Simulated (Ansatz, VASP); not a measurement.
## C: VASP beside Ansatz

```
CELL_PARAMETERS angstrom
0.00000 2.18329 3.41078
1.26136 0.00000 3.41078
1.26136 2.18329 0.00000
ATOMIC_POSITIONS crystal
C 0.14321 0.85679 0.14321
C 0.85679 0.14321 0.85679
```

Alike in both runs: task single point; functional PBEsol; dispersion D3(BJ); k mesh 16 × 16 × 16; occupations gaussian, width 0.03 eV; no spin polarisation.

```csv
,VASP,Ansatz
version,VASP 6.6.1,Ansatz 0.2.0
potentials or method,"VASP PAW PBE potentials, release 64 (C), cutoff 520 eV","scalar-relativistic, plane waves, PAW"
valence electrons in the cell,8,8
```

```csv
,VASP,Ansatz,Ansatz less VASP
gap on the k mesh at the Fermi level (eV),none,none,-
pressure (GPa),0.6,0.1,-0.53
"traceless stress, the component that is largest in VASP (GPa)",23.32,22.45,-0.870
rms of the force components (eV/Å),6.721,6.669,-0.0515
```

VASP's potentials were made for PBE, not for PBEsol, and Ansatz warns of the same on its side. Atom by atom the forces differ by 0.052 eV/Å (rms over components). A gap of «none» marks a metal or a gap that the smearing closes.
